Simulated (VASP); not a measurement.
# CdH2O2 (P-3m1) in VASP: further runs, part 2 of 2

VASP 6.6.1.

### 4 Single point, PBEsol

This run uses another cell than the first one, of 10.04 Å³/atom, 1.063 times its volume.

Input file INCAR:

```
ALGO = Normal
EDIFF = 1E-6
ENCUT = 520
GGA = PS
ISIF = 2
ISMEAR = 0
LASPH = T
LCHARG = F
LREAL = F
LWAVE = F
NBANDS = 21
NELM = 80
PREC = Accurate
SIGMA = 0.01
```

Input file KPOINTS:

```
k-points
0
Gamma
  6 6 4
```

Input file POSCAR:

```
CdH2O2
1.0
    3.5272095875      0.0000000000      0.0000000000
   -1.7635997771      3.0546447919      0.0000000000
    0.0000000000      0.0000000000      4.6584052960
Cd H O
1 2 2
Direct
    0.0000000000      0.0000000000      0.0000000000
    0.6666666667      0.3333333333      0.5509600000
    0.3333333333      0.6666666667      0.4490400000
    0.6666666667      0.3333333333      0.7593700000
    0.3333333333      0.6666666667      0.2406300000
```

Run with:

```console
> cat potpaw_PBE.64/Cd/POTCAR potpaw_PBE.64/H/POTCAR potpaw_PBE.64/O/POTCAR > POTCAR
> mpirun -np 1 vasp_std > vasp.out
```

Wall time 24 s (1 thread of AMD EPYC 7R43 (Zen 3), shared host); peak memory 0.14 GiB.

It converged, with:

| Property | Result |
| --- | --- |
| Free energy | -23.4690 eV |
| Pressure | -0.9 GPa |
| Largest force | 0.619 eV/Å |
| Band gap on the k mesh | 1.58 eV, indirect (least direct gap 1.92 eV) |

Forces on the atoms (eV/Å):
```
Cd   0.000  0.000  0.000
H    0.000  0.000 -0.464
H    0.000  0.000  0.464
O    0.000  0.000  0.619
O    0.000  0.000 -0.619
```

Stress tensor (GPa, compression positive):
```
-1.78  0.00  0.00
 0.00 -1.78  0.00
 0.00  0.00  0.92
```

Levels at points of the mesh, in eV from the valence-band top:
```csv
k point,band 11,band 12,band 13,band 14,band 15,band 16
"(0.00, 0.00, 0.00)",-1.03,-0.35,-0.34,1.58,6.11,9.90
"(0.50, 0.00, 0.00)",-2.43,-2.18,0.00,6.35,6.40,8.75
"(0.00, 0.00, 0.50)",-1.27,-0.07,-0.07,4.22,4.25,10.96
"(0.50, 0.00, 0.50)",-2.04,-1.72,-0.48,5.89,6.91,8.97
```

Caveat: the PAW data sets were made with another functional, which shifts forces and pressure a little. A k mesh can miss the band edges.

### 5 Single point, PBEsol

This run uses another cell than the first one, of 10.34 Å³/atom, 1.095 times its volume.

Input file INCAR:

```
SYSTEM = CdH2O2
PREC = Accurate
ENCUT = 520
EDIFF = 1E-6
ISMEAR = 0
SIGMA = 0.01
LREAL = .FALSE.
LASPH = .TRUE.
NELM = 80
ALGO = Normal
ISIF = 2
LWAVE = .FALSE.
LCHARG = .FALSE.
GGA = PS
NBANDS = 21
```

Input file KPOINTS:

```
regular mesh
0
G
  6 6 4
  0 0 0
```

Changes to POSCAR since step 4:

```diff
@@ -2,5 +2,5 @@
 1.0
-    3.5272095875      0.0000000000      0.0000000000
-   -1.7635997771      3.0546447919      0.0000000000
-    0.0000000000      0.0000000000      4.6584052960
+    3.5617922789      0.0000000000      0.0000000000
+   -1.7808910737      3.0845941997      0.0000000000
+    0.0000000000      0.0000000000      4.7040788487
 Cd H O
```

Potentials or basis: VASP PAW PBE potentials, release 64 (Cd, H, O).

Run with:

```console
> cat potpaw_PBE.64/Cd/POTCAR potpaw_PBE.64/H/POTCAR potpaw_PBE.64/O/POTCAR > POTCAR
> mpirun -np 1 vasp_std > vasp.out
```

OUTCAR:

```text
SYSTEM = CdH2O2
   PREC = Accurate
   ENCUT = 520
   EDIFF = 1E-6
   ISMEAR = 0
   LREAL = .FALSE.
   LASPH = .TRUE.
   NELM = 80
   ISIF = 2
   GGA = PS

 ion  position               nearest neighbor table
   1  0.000  0.000  0.000-   5 2.35   4 2.35   5 2.35   4 2.35   4 2.35   5 2.35
   2  0.667  0.333  0.551-   4 0.98
   3  0.333  0.667  0.449-   5 0.98
   4  0.667  0.333  0.759-   2 0.98   1 2.35   1 2.35   1 2.35
   5  0.333  0.667  0.241-   3 0.98   1 2.35   1 2.35   1 2.35

[... 777 lines left out ...]
  --------------------------------------------------------------------------------------
  -------------------------------------------------------------------------------------
  Total       -1.3401745     -1.3401673     -1.1332365     -0.0000022      0.0000000      0.0000000
  in kB      -41.5461447    -41.5459185    -35.1309523     -0.0000682      0.0000000      0.0000000
  external PRESSURE =     -39.4076718 kB  Pullay stress =       0.0000000 kB

 VOLUME and BASIS-vectors are now :
 -----------------------------------------------------------------------------
  energy-cutoff  :      520.00
  volume of cell :       51.68
      direct lattice vectors                 reciprocal lattice vectors
     3.561792279  0.000000000  0.000000000     0.280757529  0.162095415  0.000000000
    -1.780891074  3.084594200  0.000000000     0.000000000  0.324191753  0.000000000
     0.000000000  0.000000000  4.704078849     0.000000000  0.000000000  0.212581471

 POSITION                                       TOTAL-FORCE (eV/Angst)
 -----------------------------------------------------------------------------------
      0.00000      0.00000      0.00000         0.000000      0.000000      0.000000
      1.78090      1.02820      2.59176        -0.000000     -0.000000     -0.014455
      0.00000      2.05640      2.11232        -0.000000      0.000000      0.014455
      1.78090      1.02820      3.57214         0.000000      0.000000      0.348840
      0.00000      2.05640      1.13194        -0.000000      0.000000     -0.348840
 -----------------------------------------------------------------------------------
    total drift:                                0.000000     -0.000000      0.000000

  FREE ENERGIE OF THE ION-ELECTRON SYSTEM (eV)
  ---------------------------------------------------
  free  energy   TOTEN  =       -23.4486221290 eV

  energy  without entropy=      -23.4486221290  energy(sigma->0) =      -23.44862213
```

OSZICAR:

```text
N       E                     dE             d eps       ncg     rms          rms(c)
DAV:   1     0.169540913210E+03    0.16954E+03   -0.14126E+04  1040   0.119E+03
DAV:   2    -0.170100056759E+02   -0.18655E+03   -0.17789E+03  1166   0.304E+02
DAV:   3    -0.265708299209E+02   -0.95608E+01   -0.95186E+01  1164   0.740E+01
DAV:   4    -0.266217431605E+02   -0.50913E-01   -0.50908E-01  1048   0.569E+00
DAV:   5    -0.266219547304E+02   -0.21157E-03   -0.21157E-03  1133   0.335E-01    0.120E+01
DAV:   6    -0.234390766906E+02    0.31829E+01   -0.88330E+00  1241   0.417E+01    0.820E+00
DAV:   7    -0.234901047263E+02   -0.51028E-01   -0.13722E+00  1038   0.939E+00    0.471E+00
DAV:   8    -0.234631255864E+02    0.26979E-01   -0.25439E-01  1098   0.377E+00    0.986E-01
DAV:   9    -0.234482886203E+02    0.14837E-01   -0.55558E-02  1128   0.188E+00    0.202E-01
DAV:  10    -0.234485310648E+02   -0.24244E-03   -0.86290E-03  1073   0.907E-01    0.113E-01
DAV:  11    -0.234485975665E+02   -0.66502E-04   -0.46042E-04  1063   0.284E-01    0.596E-02
DAV:  12    -0.234486163403E+02   -0.18774E-04   -0.18668E-04  1028   0.104E-01    0.230E-02
DAV:  13    -0.234486213360E+02   -0.49956E-05   -0.10425E-05  1068   0.275E-02    0.801E-03
DAV:  14    -0.234486221290E+02   -0.79300E-06   -0.21831E-06   889   0.115E-02
   1 F= -.23448622E+02 E0= -.23448622E+02  d E =-.586419E-83
```

Wall time 23 s (1 thread of AMD EPYC 7R43 (Zen 3), shared host); peak memory 0.14 GiB.

What came out:

| Item | Value |
| --- | --- |
| Free energy | -23.4486 eV |
| Pressure | -3.9 GPa |
| Largest force | 0.349 eV/Å |
| Band gap on the k mesh | 1.50 eV, indirect (least direct gap 1.84 eV) |

Forces in eV/Å, atoms in the order of the input:
```
Cd   0.000  0.000  0.000
H    0.000  0.000 -0.014
H    0.000  0.000  0.014
O    0.000  0.000  0.349
O    0.000  0.000 -0.349
```

Levels at points of the mesh, in eV from the valence-band top:
```csv
k point,band 10,band 11,band 12,band 13,band 14,band 15,band 16,band 17
"(0.00, 0.00, 0.00)",-0.95,-0.95,-0.34,-0.34,1.50,6.12,9.69,12.58
"(0.50, 0.00, 0.00)",-2.94,-2.30,-2.06,0.00,6.22,6.25,8.66,10.28
"(0.00, 0.00, 0.50)",-1.18,-1.18,-0.07,-0.07,4.05,4.23,10.81,11.05
"(0.50, 0.00, 0.50)",-2.24,-2.02,-1.62,-0.47,5.73,6.86,8.81,9.14
```

Caveat: the PAW data sets were made with another functional, which shifts forces and pressure a little.

### 6 Single point, PBEsol

This run uses another cell than the first one, of 10.63 Å³/atom, 1.126 times its volume.

Input file INCAR:

```
ALGO = Normal ; EDIFF = 1E-6
ENCUT = 520 ; GGA = PS
ISIF = 2 ; ISMEAR = 0
LASPH = T ; LCHARG = F
LREAL = F ; LWAVE = F
NBANDS = 21 ; NELM = 60
PREC = Accurate ; SIGMA = 0.01
```

Input file KPOINTS:

```
k-points
0
Gamma
  6 6 4
```

Changes to POSCAR since step 5:

```diff
@@ -2,5 +2,5 @@
 1.0
-    3.5617922789      0.0000000000      0.0000000000
-   -1.7808910737      3.0845941997      0.0000000000
-    0.0000000000      0.0000000000      4.7040788487
+    3.5957161519      0.0000000000      0.0000000000
+   -1.7978529619      3.1139730555      0.0000000000
+    0.0000000000      0.0000000000      4.7488822962
 Cd H O
```

Potentials or basis: VASP PAW PBE potentials, release 64 (Cd, H, O).

Run with:

```console
> cat potpaw_PBE.64/Cd/POTCAR potpaw_PBE.64/H/POTCAR potpaw_PBE.64/O/POTCAR > POTCAR
> mpirun -np 1 vasp_std > vasp.out
```

It took 23 s on 1 thread of AMD EPYC 7R43 (Zen 3), shared host; peak memory 0.14 GiB.

It converged, with:

- Free energy: -23.4018 eV
- Pressure: -6.6 GPa
- Largest force: 0.398 eV/Å
- Band gap on the k mesh: 1.42 eV, indirect (least direct gap 1.76 eV)

Forces on the atoms (eV/Å):
```
Cd   0.000  0.000  0.000
H    0.000  0.000  0.398
H    0.000  0.000 -0.398
O    0.000  0.000  0.094
O    0.000  0.000 -0.094
```

Stress tensor (GPa, compression positive):
```
-6.15  0.00  0.00
 0.00 -6.15  0.00
 0.00  0.00 -7.35
```

Levels at points of the mesh, in eV from the valence-band top:
| k point | band 11 | band 12 | band 13 | band 14 | band 15 | band 16 |
| --- | --- | --- | --- | --- | --- | --- |
| (0.00, 0.00, 0.00) | -0.87 | -0.34 | -0.34 | 1.42 | 6.11 | 9.47 |
| (0.50, 0.00, 0.00) | -2.18 | -1.94 | 0.00 | 6.04 | 6.16 | 8.57 |
| (0.00, 0.00, 0.50) | -1.10 | -0.08 | -0.08 | 3.88 | 4.21 | 10.68 |
| (0.50, 0.00, 0.50) | -2.00 | -1.52 | -0.45 | 5.57 | 6.80 | 8.66 |

Caveat: the PAW data sets were made with another functional, which shifts forces and pressure a little.

### 7 Overview

```csv
cell,gap on the mesh (eV),pressure (GPa),largest force (eV/Å)
"a = 3.456, b = 3.456, c = 4.564 Å, angles 90.0, 90.0, 120.0°, 5 atoms",1.74,6.9,1.49
"a = 3.492, b = 3.492, c = 4.612 Å, angles 90.0, 90.0, 120.0°, 5 atoms",1.66,2.7,0.95
"a = 3.527, b = 3.527, c = 4.658 Å, angles 90.0, 90.0, 120.0°, 5 atoms",1.58,-0.9,0.62
"a = 3.562, b = 3.562, c = 4.704 Å, angles 90.0, 90.0, 120.0°, 5 atoms",1.50,-3.9,0.35
"a = 3.596, b = 3.596, c = 4.749 Å, angles 90.0, 90.0, 120.0°, 5 atoms",1.42,-6.6,0.40
```

Alike in all rows: task single point; level PBEsol; potentials or basis VASP PAW PBE potentials, release 64 (Cd, H, O); no spin polarisation; k mesh 6 × 6 × 4; cutoff (eV) 520; smearing gaussian 0.01 eV.

Caveats: the PAW data sets were made with another functional, which shifts forces and pressure a little.

Total energies depend on the potentials used, so only differences within one code and one set of settings carry meaning.
